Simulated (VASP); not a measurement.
Write the native input for VASP 6.6.1 that does the following.

```yaml
Task: single point
Functional: PBE
Potentials_or_basis: VASP PAW PBE potentials, release 64 (La, Hf_pv)
Cutoff: 520 eV
k_mesh: 5 × 5 × 5
Occupations: methfessel-paxton, width 0.05 eV
Spin: no spin polarisation
Dipole_correction: no
Further_INCAR_settings: ALGO = Normal; EDIFF = 1e-07; NBANDS = 30
```

The structure of La3Hf lies in POSCAR:

```
La3Hf
1.0
    5.0451320000      0.0000000000      0.0000000000
    0.0000000000      5.0451320000      0.0000000000
    0.0000000000      0.0000000000      5.0451320000
La Hf
3 1
Direct
    0.0000000000      0.5000000000      0.5000000000
    0.5000000000      0.0000000000      0.5000000000
    0.5000000000      0.5000000000      0.0000000000
    0.0000000000      0.0000000000      0.0000000000
```

The input as run:

INCAR

```
PREC = Accurate
ENCUT = 520
EDIFF = 1E-7
ISMEAR = 1
SIGMA = 0.05
LREAL = False
LASPH = True
NELM = 100
ALGO = Normal
ISIF = 2
LWAVE = False
LCHARG = False
GGA = PE
NBANDS = 30
```

KPOINTS

```
regular mesh
0
Gamma
  5 5 5
```

Potentials or basis: VASP PAW PBE potentials, release 64 (La, Hf_pv).

Launch:

```sh
$ cat potpaw_PBE.64/La/POTCAR potpaw_PBE.64/Hf_pv/POTCAR > POTCAR
$ mpirun -np 1 vasp_std > vasp.out
```

It gave:

The pressure is 0.0 GPa and the band gap on the k mesh is zero (an odd number of electrons rules out a gap without spin polarisation).

Caveat: spin-orbit coupling is left out, which moves the levels of the heavy elements.

Wall time 2.2 min on 1 thread of AMD EPYC 7R13, on a shared host, peak memory 0.23 GiB.
